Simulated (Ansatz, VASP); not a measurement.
# BiBr3 in VASP and in Ansatz

INCAR

```
SYSTEM = BiBr3
PREC = Accurate
ENCUT = 520
EDIFF = 1E-6
ISMEAR = 0
SIGMA = 0.01
LREAL = .FALSE.
LASPH = .TRUE.
NELM = 100
ALGO = Normal
ISIF = 2
LWAVE = .FALSE.
LCHARG = .FALSE.
GGA = PE
NBANDS = 26
```

The input KPOINTS:

```
regular mesh
0
G
  1 1 1
  0 0 0
```

The input POSCAR:

```
BiBr3
1.0
   12.5400000000      0.0000000000      0.0000000000
    0.0000000000     13.0900000000      0.0000000000
    0.0000000000      0.0000000000     10.1900000000
Bi Br
1 3
Direct
    0.4529202600      0.4998579100      0.5583012800
    0.6410542300      0.4998594300      0.4416094200
    0.3588516700      0.6559404100      0.4416094200
    0.3588540700      0.3437738700      0.4416094200
```

Input for Ansatz:

```yaml
crystal:
  lattice:
    - [12.54, 0.0, 0.0]
    - [0.0, 13.09, 0.0]
    - [0.0, 0.0, 10.19]
  atoms:
    - { symbol: Bi, position: [0.45292026, 0.49985791, 0.55830128] }
    - { symbol: Br, position: [0.64105423, 0.49985943, 0.44160942] }
    - { symbol: Br, position: [0.35885167, 0.65594041, 0.44160942] }
    - { symbol: Br, position: [0.35885407, 0.34377387, 0.44160942] }
basis:
  ecutwfc: 420
  ecutrho_ratio: 4
kpoints:
  mp_grid: { grid: [1, 1, 1] }
hamiltonian:
  xc: pbe
scf:
  occupations: { method: gaussian, width: 0.01 }
output:
  forces: true
  eigenvalues: true
  populations: true
```

Alike in both runs: task single point; functional PBE; k mesh 1 × 1 × 1; occupations gaussian, width 0.01 eV; no spin polarisation.

|  | VASP | Ansatz |
| --- | --- | --- |
| version | VASP 6.6.1 | Ansatz 0.2.0 |
| potentials or method | VASP PAW PBE potentials, release 64 (Bi_d, Br), cutoff 520 eV | scalar-relativistic, plane waves, PAW |
| valence electrons in the cell | 36 | 36 |

```csv
,VASP,Ansatz,Ansatz less VASP
gap on the k mesh at the Fermi level (eV),3.43,3.44,+0.009
rms of the force components (eV/Å),0.161,0.167,+0.0060
```

Atom by atom the forces differ by 0.007 eV/Å (rms over components). The functional is the same, so the differences come from potentials, cutoffs and numerics. Ansatz's warnings: structure snapped to symmetry.

Spin-orbit coupling is off throughout.
